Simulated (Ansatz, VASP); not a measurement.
One calculation of FeO, two programs

```
Fe O
1.0
     1.50082    0.86650    2.45203
    -1.50082    0.86650    2.45203
     0.00000   -1.73299    2.45203
Fe O
1 1
Direct
  0.00000 0.00000 0.00000
  0.50000 0.50000 0.50000
```

Alike in both runs: functional PBEsol; k mesh 18 × 18 × 18; occupations gaussian, width 0.1 eV; collinear spin.

Ansatz relaxed the structure, and its values are those at the end. VASP's run is a single point on that final structure, the one shown.

|  | VASP | Ansatz |
| --- | --- | --- |
| version | VASP 6.6.1 | Ansatz 0.2.0 |
| potentials or method | VASP PAW PBE potentials, release 64 (Fe, O), cutoff 520 eV | scalar-relativistic, plane waves, PAW |
| valence electrons in the cell | 14 | 22 |

Ansatz gave:

- gap on the k mesh at the Fermi level (eV): none
- pressure (GPa): 0.0
- net moment per atom (μB): 2.00
- size of the moment on the site where the two differ most (μB): 3.42

**Question.** Estimate VASP's values.

**Answer.** gap on the k mesh at the Fermi level (eV): none; pressure (GPa): 0.4; net moment per atom (μB): 2.00; size of the moment on the site where the two differ most (μB): 3.60.

VASP's potentials were made for PBE, not for PBEsol. Site moments also hang on the region over which each program counts them. A gap of «none» marks a metal or a gap that the smearing closes. VASP's potentials hold 14 valence electrons a cell and Ansatz's 22, so a difference there can come from the potentials and not from the codes.
